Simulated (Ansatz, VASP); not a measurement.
# One calculation of AlCu, two programs

File INCAR:

```
PREC     = Accurate       # precision mode
ENCUT    = 520            # plane-wave cutoff, eV
EDIFF    = 1E-7           # SCF threshold, eV
ISMEAR   = 0              # smearing method
SIGMA    = 0.15           # smearing width, eV
LREAL    = F              # projectors in reciprocal space
LASPH    = T              # aspherical terms in the spheres
NELM     = 60             # most SCF steps
ALGO     = Fast           # electronic algorithm
ISIF     = 2              # what is computed and relaxed
LWAVE    = F              # write WAVECAR
LCHARG   = F              # write CHGCAR
GGA      = PS             # functional
NBANDS   = 14             # bands
```

Contents of KPOINTS:

```
Automatic mesh
0
Gamma
  16 16 16
```

File POSCAR:

```
AlCu
1.0
    2.9975090000     -0.0299750900      0.0000000000
   -0.0299750900      2.9975090000      0.0000000000
    0.0000000000      0.0000000000      2.9975090000
Al Cu
1 1
Direct
    0.0000000000      0.0000000000      0.0000000000
    0.5000000000      0.5000000000      0.5000000000
```

Input for Ansatz:

```yaml
crystal:
  lattice:
    - [2.997509, -0.02997509, 0.0]
    - [-0.02997509, 2.997509, 0.0]
    - [0.0, 0.0, 2.997509]
  atoms:
    - { symbol: Al, position: [0.0, 0.0, 0.0] }
    - { symbol: Cu, position: [0.5, 0.5, 0.5] }
basis:
  ecutwfc: 420
kpoints:
  mp_grid: { grid: [16, 16, 16] }
hamiltonian:
  xc: pbesol
scf:
  occupations: { method: gaussian, width: 0.15 }
output:
  forces: true
  stress: true
  eigenvalues: true
```

Change from the starting cell: strain -0.0200 x Voigt [0, 0, 0, 0, 0, 1], atoms carried along.

Alike in both runs: task single point; functional PBEsol; k mesh 16 × 16 × 16; occupations gaussian, width 0.15 eV; no spin polarisation.

|  | VASP | Ansatz |
| --- | --- | --- |
| version | VASP 6.6.1 | Ansatz 0.2.0 |
| potentials or method | VASP PAW PBE potentials, release 64 (Al, Cu), cutoff 520 eV | scalar-relativistic, plane waves, PAW |
| valence electrons in the cell | 14 | 22 |

Ansatz gave:

* gap on the k mesh at the Fermi level (eV): none
* pressure (GPa): -4.8
* traceless stress, the component that is largest in VASP (GPa): 0.61

Q: What did VASP give for the same quantities?

A: gap on the k mesh at the Fermi level (eV): none; pressure (GPa): -4.4; traceless stress, the component that is largest in VASP (GPa): 0.61.

VASP's potentials were made for PBE, not for PBEsol. A gap of «none» marks a metal or a gap that the smearing closes. The functional is the same, so the differences come from potentials, cutoffs and numerics. VASP's potentials hold 14 valence electrons a cell and Ansatz's 22, so a difference there can come from the potentials and not from the codes.
